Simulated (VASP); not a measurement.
# MgO (P-4m2) in VASP: a series of runs

The runs below take MgO through single point, with LDA.

Program: VASP 6.6.1. These are calculated values, not measurements. Logs are shortened: lines on timing, memory, paths and dates and some standing lists are left out, and cuts for length are marked.

### 1 The cell of the first run

The structure is tetragonal, space group P-4m2 (No. 115). The conventional cell has a = 5.523 Å, b = 5.523 Å, c = 5.523 Å, α = 90.00°, β = 90.00°, γ = 90.00°. Mg (site symmetry m) has 4 O at 1.91 to 1.99 Å within 2.5 Å. Within 2.8 Å of Mg (site symmetry -4m2) lie 4 O at 2.01 Å and 2 Mg at 2.76 Å. Within 2.5 Å of Mg (site symmetry -4m2) lie 4 O at 1.90 Å. Within 2.5 Å of O (site symmetry m) lie 4 Mg at 1.90 to 2.01 Å. O (site symmetry -4m2) has 4 Mg at 1.91 Å within 2.5 Å. O (site symmetry -4m2) has 4 Mg at 1.99 Å within 2.6 Å.

### 2 Single point, LDA (atoms displaced along several vibrational modes)

INCAR reads:

```
SYSTEM = MgO
PREC = Accurate
ENCUT = 520
EDIFF = 1E-6
ISMEAR = 0
SIGMA = 0.05
LREAL = .False.
LASPH = .True.
NELM = 80
ALGO = Normal
ISIF = 2
LWAVE = .False.
LCHARG = .False.
NBANDS = 36
```

KPOINTS reads:

```
Automatic mesh
0
Gamma
  4 4 4
  0 0 0
```

POSCAR reads:

```
MgO
1.0
    5.5230736673      0.0000000000      0.0000000000
    0.0000000000      5.5230736673      0.0000000000
    0.0000000000      0.0000000000      5.5230736673
Mg O
6 6
Direct
    0.2500000000     -0.0106191132      0.5000000000
    0.0000000000      0.5106191132      0.2500000000
    0.5000000000      0.7500000000      0.0000000000
    0.7500000000     -0.0106191132      0.5000000000
    0.0000000000      0.5106191132      0.7500000000
    0.5000000000      0.2500000000      0.0000000000
    0.2500000000      0.4863850852      0.0000000000
    0.5000000000      0.0136149148      0.2500000000
    0.0000000000      0.7500000000      0.5000000000
    0.7500000000      0.4863850852      0.0000000000
    0.5000000000      0.0136149148      0.7500000000
    0.0000000000      0.2500000000      0.5000000000
```

Potentials or basis: VASP PAW LDA potentials, release 64 (Mg, O).

On the command line:

```bash
$ cat potpaw_LDA.64/Mg/POTCAR potpaw_LDA.64/O/POTCAR > POTCAR
$ mpirun -np 1 vasp_std > vasp.out
```

OUTCAR:

```text
SYSTEM = MgO
   PREC = Accurate
   ENCUT = 520
   EDIFF = 1E-6
   ISMEAR = 0
   LREAL = .False.
   LASPH = .True.
   NELM = 80
   ISIF = 2

 ion  position               nearest neighbor table
   1  0.250  0.989  0.500-   9 1.91   8 1.96  11 1.96  12 1.99   4 2.76   4 2.76   5 3.29   2 3.29
                             3 3.36   3 3.36   6 3.41   6 3.41   2 3.48   5 3.48
   2  0.000  0.511  0.250-   9 1.91   7 1.96  10 1.96  12 1.99   5 2.76   5 2.76   1 3.29   4 3.29
                             3 3.36   3 3.36   6 3.41   6 3.41   1 3.48   4 3.48
   3  0.500  0.750  0.000-   7 2.01   8 2.01  10 2.01  11 2.01   6 2.76   6 2.76   4 3.36   5 3.36
                             1 3.36   1 3.36   4 3.36   2 3.36   2 3.36   5 3.36
   4  0.750  0.989  0.500-   9 1.91   8 1.96  11 1.96  12 1.99   1 2.76   1 2.76   5 3.29   2 3.29
                             3 3.36   3 3.36   6 3.41   6 3.41   2 3.48   5 3.48
   5  0.000  0.511  0.750-   9 1.91   7 1.96  10 1.96  12 1.99   2 2.76   2 2.76   4 3.29   1 3.29
                             3 3.36   3 3.36   6 3.41   6 3.41   1 3.48   4 3.48
   6  0.500  0.250  0.000-   7 1.90   8 1.90  10 1.90  11 1.90   3 2.76   3 2.76   1 3.41   4 3.41
                             5 3.41   1 3.41   4 3.41   2 3.41   2 3.41   5 3.41
   7  0.250  0.486  0.000-   6 1.90   5 1.96   2 1.96   3 2.01
   8  0.500  0.014  0.250-   6 1.90   4 1.96   1 1.96   3 2.01
   9  0.000  0.750  0.500-   1 1.91   2 1.91   4 1.91   5 1.91
  10  0.750  0.486  0.000-   6 1.90   5 1.96   2 1.96   3 2.01
  11  0.500  0.014  0.750-   6 1.90   4 1.96   1 1.96   3 2.01
  12  0.000  0.250  0.500-   1 1.99   2 1.99   4 1.99   5 1.99

  LATTYP: Found a simple cubic cell.
 ALAT       =     5.5230736673

  Lattice vectors:

 A1 = (   5.5230736673,   0.0000000000,   0.0000000000)
 A2 = (   0.0000000000,   5.5230736673,   0.0000000000)
 A3 = (   0.0000000000,   0.0000000000,   5.5230736673)

Analysis of symmetry for initial positions (statically):
=====================================================================
 Subroutine PRICEL returns:
 Original cell was already a primitive cell.

 Routine SETGRP: Setting up the symmetry group for a
 simple cubic supercell.

 Subroutine GETGRP returns: Found  8 space group operations
 (whereof  4 operations were pure point group operations)
 out of a pool of 48 trial point group operations.

The static configuration has the point symmetry C_2v.
 The point group associated with its full space group is D_2d.

Analysis of symmetry for dynamics (positions and initial velocities):
=====================================================================
 Subroutine PRICEL returns:
 Original cell was already a primitive cell.

 Routine SETGRP: Setting up the symmetry group for a
 simple cubic supercell.

 Subroutine GETGRP returns: Found  8 space group operations
 (whereof  4 operations were pure point group operations)
 out of a pool of 48 trial point group operations.

The dynamic configuration has the point symmetry C_2v.
 The point group associated with its full space group is D_2d.

 Subroutine INISYM returns: Found  8 space group operations
 (whereof  4 operations are pure point group operations),
 and found     1 'primitive' translations

----------------------------------------------------------------------------------------

                                     Primitive cell

  volume of cell :     168.4777

  direct lattice vectors                    reciprocal lattice vectors
     5.523073667  0.000000000  0.000000000     0.181058603  0.000000000  0.000000000
     0.000000000  5.523073667  0.000000000     0.000000000  0.181058603  0.000000000
     0.000000000  0.000000000  5.523073667     0.000000000  0.000000000  0.181058603

  length of vectors
     5.523073667  5.523073667  5.523073667     0.181058603  0.181058603  0.181058603

  position of ions in fractional coordinates (direct lattice)
     0.250000000  0.989380887  0.500000000
     0.000000000  0.510619113  0.250000000
     0.500000000  0.750000000  0.000000000
     0.750000000  0.989380887  0.500000000
     0.000000000  0.510619113  0.750000000
     0.500000000  0.250000000  0.000000000
     0.250000000  0.486385085  0.000000000
     0.500000000  0.013614915  0.250000000
     0.000000000  0.750000000  0.500000000
     0.750000000  0.486385085  0.000000000
     0.500000000  0.013614915  0.750000000
     0.000000000  0.250000000  0.500000000

  ion indices of the primitive-cell ions
   primitive index   ion index
                 1           1
                 2           2
                 3           3
                 4           4
                 5           5
                 6           6
                 7           7
                 8           8
                 9           9
                10          10
                11          11
                12          12

----------------------------------------------------------------------------------------

 KPOINTS: Automatic mesh

Automatic generation of k-mesh.
 Grid dimensions read from file:
 generate k-points for:    4    4    4

 Generating k-lattice:

  Cartesian coordinates                     Fractional coordinates (reciprocal lattice)
     0.045264651  0.000000000  0.000000000     0.250000000  0.000000000  0.000000000
     0.000000000  0.045264651  0.000000000     0.000000000  0.250000000  0.000000000
     0.000000000  0.000000000  0.045264651     0.000000000  0.000000000  0.250000000

  Length of vectors
     0.045264651  0.045264651  0.045264651

  Shift w.r.t. Gamma in fractional coordinates (k-lattice)
     0.000000000  0.000000000  0.000000000

 Subroutine IBZKPT returns following result:
 ===========================================

 Found     18 irreducible k-points:

 Following reciprocal coordinates:
            Coordinates               Weight
  0.000000  0.000000  0.000000      1.000000
  0.250000  0.000000  0.000000      4.000000
  0.000000  0.250000  0.000000      2.000000
  0.500000  0.000000  0.000000      2.000000
  0.000000  0.500000  0.000000      1.000000
  0.250000  0.250000  0.000000      8.000000
[... 10 lines left out ...]
  0.500000  0.250000  0.500000      2.000000
  0.500000  0.500000  0.500000      1.000000
   k-points           NKPTS =     18   k-points in BZ     NKDIM =     18   number of bands    NBANDS=     36
   number of dos      NEDOS =    301   number of ions     NIONS =     12
   total plane-waves  NPLWV =  74088
   dimension x,y,z NGX =    42 NGY =   42 NGZ =   42
   dimension x,y,z NGXF=    84 NGYF=   84 NGZF=   84
   ions per type =               6   6
   NGX,Y,Z   is equivalent  to a cutoff of  12.64, 12.64, 12.64 a.u.
   NGXF,Y,Z  is equivalent  to a cutoff of  25.28, 25.28, 25.28 a.u.
 SYSTEM =  MgO
   PREC   = accura    normal or accurate (medium, high low for compatibility)
   ISTART =      0    job   : 0-new  1-cont  2-samecut
   ICHARG =      2    charge: 1-file 2-atom 10-const
   ISPIN  =      1    spin polarized calculation?
   LNONCOLLINEAR =      F non collinear calculations
   LSORBIT =      F    spin-orbit coupling
   LASPH  =      T    aspherical Exc in radial PAW
   ENCUT  =  520.0 eV  38.22 Ry    6.18 a.u.  10.27 10.27 10.27*2*pi/ulx,y,z
   NELM   =     80;   NELMIN=  2; NELMDL= -5     # of ELM steps
   EDIFF  = 0.1E-05   stopping-criterion for ELM
   LREAL  =      F    real-space projection
   EDIFFG = 0.1E-04   stopping-criterion for IOM
   NSW    =      0    number of steps for IOM
   IBRION =     -1    ionic relax: 0-MD 1-quasi-New 2-CG
   NFREE  =      0    steps in history (QN), initial steepest desc. (CG)
   ISIF   =      2    stress and relaxation
   ISYM   =      2    0-nonsym 1-usesym 2-fastsym
   POTIM  = 0.5000    time-step for ionic-motion
   TEBEG  =    0.0;   TEEND  =   0.0 temperature during run
   PSTRESS=    0.0 pullay stress
   NELECT =      48.0000    total number of electrons
   NUPDOWN=      -1.0000    fix difference up-down
   EMIN   =  10.00;   EMAX   =-10.00  energy-range for DOS
   EFERMI =   0.00;   METHOD = LEGACY
   ISMEAR =     0;   SIGMA  =   0.05  broadening in eV -4-tet -1-fermi 0-gaus
   EFERMI_NEDOS =   21; number of points for ismear=-14 and -15
   IALGO  =     38    algorithm
   IMIX   =      4    mixing-type and parameters
     AMIX     =   0.40;   BMIX     =  1.00
     AMIX_MAG =   1.60;   BMIX_MAG =  1.00
  volume/ion in A,a.u.               =      14.04        94.75
  Fermi-wavevector in a.u.,A,eV,Ry     =   1.077228  2.035666 15.788483  1.160421
  Thomas-Fermi vector in A             =   2.213134
   LORBIT       =      0    0 simple, 1 ext, 2 COOP (PROOUT), +10 PAW based schemes
   GGA     = CA    functional components
   LHFCALC =     F    Hartree Fock is set to
   AEXX    =    0.0000 exact exchange contribution
   IVDW    =     0    specifies the selected vdW correction
   LEPSILON=     F    determine dielectric tensor
   LRPA    =     F    only Hartree local field effects (RPA)
 non-spin polarized calculation
 Gauss-broadening in eV      SIGMA  =   0.05
  energy-cutoff  :      520.00
  volume of cell :      168.48
 maximum number of plane-waves:      4632
 NGX is ok and might be reduce to    42
   NGX = 21   NGY = 21   NGZ = 21

 number of electron      47.9999987 magnetization

 Free energy of the ion-electron system (eV)
  ---------------------------------------------------
  ext. energy  EPLUGINS =         0.00000000
  ---------------------------------------------------
  free energy    TOTEN  =       -77.08964034 eV

  energy without entropy =      -77.08964034  energy(sigma->0) =      -77.08964034

 E-fermi :   0.1446     XC(G=0):  -9.1948

 val. band max:       -0.1664607274   @ k =   0.5000   0.0000   0.5000
 cond. band min:       2.5727005652   @ k =   0.0000   0.0000   0.0000
 fundamental gap:      2.7391612925
 Fermi energy:         0.1446328622

 k-point     1 :       0.0000    0.0000    0.0000
  band No.  band energies     occupation
      1     -16.2823      2.00000
      2     -15.8527      2.00000
      3     -15.6452      2.00000
      4     -15.1601      2.00000
      5     -15.1601      2.00000
      6     -14.8683      2.00000
[... 28 lines left out ...]
     35       9.7924      0.00000
     36      10.3384      0.00000

 k-point     2 :       0.2500    0.0000    0.0000
  band No.  band energies     occupation
      1     -16.2329      2.00000
      2     -15.8649      2.00000
      3     -15.6073      2.00000
      4     -15.2552      2.00000
      5     -15.1598      2.00000
      6     -14.8680      2.00000
[... 28 lines left out ...]
     35      10.2101      0.00000
     36      10.3938      0.00000

 k-point     3 :       0.0000    0.2500    0.0000
  band No.  band energies     occupation
      1     -16.2231      2.00000
      2     -15.8516      2.00000
      3     -15.6811      2.00000
      4     -15.1598      2.00000
      5     -15.1598      2.00000
      6     -14.9128      2.00000
[... 28 lines left out ...]
     35      10.4471      0.00000
     36      10.6692      0.00000
[... 508 lines left out ...]
 k-point    17 :       0.5000    0.2500    0.5000
  band No.  band energies     occupation
      1     -16.0997      2.00000
      2     -15.6361      2.00000
      3     -15.5085      2.00000
      4     -15.5085      2.00000
      5     -15.3771      2.00000
      6     -14.9377      2.00000
[... 28 lines left out ...]
     35      10.7956      0.00000
     36      10.7956      0.00000

 k-point    18 :       0.5000    0.5000    0.5000
  band No.  band energies     occupation
      1     -16.0592      2.00000
      2     -15.5421      2.00000
      3     -15.5080      2.00000
      4     -15.5080      2.00000
      5     -15.4744      2.00000
      6     -14.9971      2.00000
[... 28 lines left out ...]
     35      11.6910      0.00000
     36      11.8190      0.00000

------------------------ aborting loop because EDIFF is reached ----------------------------------------

  FORCE on cell =-STRESS in cart. coord.  units (eV):
  Direction    XX          YY          ZZ          XY          YZ          ZX
  --------------------------------------------------------------------------------------
  -------------------------------------------------------------------------------------
  Total       -0.3736325     -0.7773784     -0.3736325      0.0000000      0.0000000      0.0000000
  in kB       -3.5531435     -7.3926568     -3.5531435      0.0000000      0.0000000      0.0000000
  external PRESSURE =      -4.8329812 kB  Pullay stress =       0.0000000 kB

 VOLUME and BASIS-vectors are now :
 -----------------------------------------------------------------------------
  energy-cutoff  :      520.00
  volume of cell :      168.48
      direct lattice vectors                 reciprocal lattice vectors
     5.523073667  0.000000000  0.000000000     0.181058603  0.000000000  0.000000000
     0.000000000  5.523073667  0.000000000     0.000000000  0.181058603  0.000000000
     0.000000000  0.000000000  5.523073667     0.000000000  0.000000000  0.181058603

 POSITION                                       TOTAL-FORCE (eV/Angst)
 -----------------------------------------------------------------------------------
      1.38077      5.46442      2.76154         0.097472      1.241417      0.000000
      0.00000      2.82019      1.38077        -0.000000     -1.241417     -0.097472
      2.76154      4.14231      0.00000        -0.000000      0.000000      0.000000
      4.14231      5.46442      2.76154        -0.097472      1.241417      0.000000
      0.00000      2.82019      4.14231        -0.000000     -1.241417      0.097472
      2.76154      1.38077      0.00000        -0.000000      0.000000      0.000000
      1.38077      2.68634      0.00000        -0.148827      1.271810      0.000000
      2.76154      0.07520      1.38077        -0.000000     -1.271810      0.148827
      0.00000      4.14231      2.76154        -0.000000      0.000000      0.000000
      4.14231      2.68634      0.00000         0.148827      1.271810      0.000000
      2.76154      0.07520      4.14231        -0.000000     -1.271810     -0.148827
      0.00000      1.38077      2.76154        -0.000000      0.000000      0.000000
 -----------------------------------------------------------------------------------
    total drift:                                0.000000     -0.000000      0.000000

  FREE ENERGIE OF THE ION-ELECTRON SYSTEM (eV)
  ---------------------------------------------------
  free  energy   TOTEN  =       -77.0896403404 eV

  energy  without entropy=      -77.0896403404  energy(sigma->0) =      -77.08964034
```

Wall time 2.1 min (1 thread of Intel Xeon 8259CL, shared host); peak memory 0.25 GiB.

Results:

```
Free energy            : -77.0896 eV
Pressure               : -0.5 GPa
Largest force          : 1.280 eV/Å
Band gap on the k mesh : 2.74 eV (least direct gap 2.75 eV)
```

Forces on the atoms (eV/Å):
```
Mg   0.097  1.241  0.000
Mg   0.000 -1.241 -0.097
Mg   0.000  0.000  0.000
Mg  -0.097  1.241  0.000
Mg   0.000 -1.241  0.097
Mg   0.000  0.000  0.000
O   -0.149  1.272  0.000
O    0.000 -1.272  0.149
O    0.000  0.000  0.000
O    0.149  1.272  0.000
O    0.000 -1.272 -0.149
O    0.000  0.000  0.000
```

Caveat: the cell differs from its parent crystal (atoms displaced along several vibrational modes); forces of over 1 eV/Å act on the atoms, so gaps and moduli don't describe the material at rest. A k mesh can miss the band edges.

[end of part 1 of 3]
